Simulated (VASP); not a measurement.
Wanted: the native input for a VASP 6.6.1 run.

| Quantity | Value |
| --- | --- |
| Task | single point |
| Functional | PBEsol |
| Potentials or basis | VASP PAW PBE potentials, release 64 (Sc_sv) |
| Cutoff | 520 eV |
| k mesh | 6 × 6 × 6 |
| Occupations | gaussian, width 0.05 eV |
| Spin | no spin polarisation |
| Dipole correction | no |
| Further INCAR settings | ALGO = Normal; EDIFF = 1e-07; NBANDS = 12 |

The structure of Sc lies in POSCAR:

```
Sc
1.0
    2.9164084008      0.0000000000      0.0000000000
    0.0000000000      2.9164084008      0.0000000000
    0.0000000000      0.0000000000      2.9164084008
Sc
1
Direct
    0.0000000000      0.0000000000      0.0000000000
```

One way to write it, as run:

INCAR

```
PREC     = Accurate       # precision mode
ENCUT    = 520            # plane-wave cutoff, eV
EDIFF    = 1E-7           # SCF threshold, eV
ISMEAR   = 0              # smearing method
SIGMA    = 0.05           # smearing width, eV
LREAL    = F              # projectors in reciprocal space
LASPH    = T              # aspherical terms in the spheres
NELM     = 100            # most SCF steps
ALGO     = Normal         # electronic algorithm
ISIF     = 2              # what is computed and relaxed
LWAVE    = F              # write WAVECAR
LCHARG   = T              # write CHGCAR
GGA      = PS             # functional
LELF     = T              # ELF
LVHAR    = T            
NBANDS   = 12             # bands
```

KPOINTS

```
Automatic mesh
0
Gamma
  6 6 6
```

Potentials or basis: VASP PAW PBE potentials, release 64 (Sc_sv).

Command:

```console
$ cat potpaw_PBE.64/Sc_sv/POTCAR > POTCAR
$ mpirun -np 1 vasp_std > vasp.out
```

It gave:

* Pressure: 0.0 GPa

Caveat: the PAW data sets were made with another functional, which shifts forces and pressure a little.

Run time: 12 s on 1 thread of AMD EPYC 7R43 64-Core Processor (Zen 3), on a shared host, peak memory 0.1 GiB.
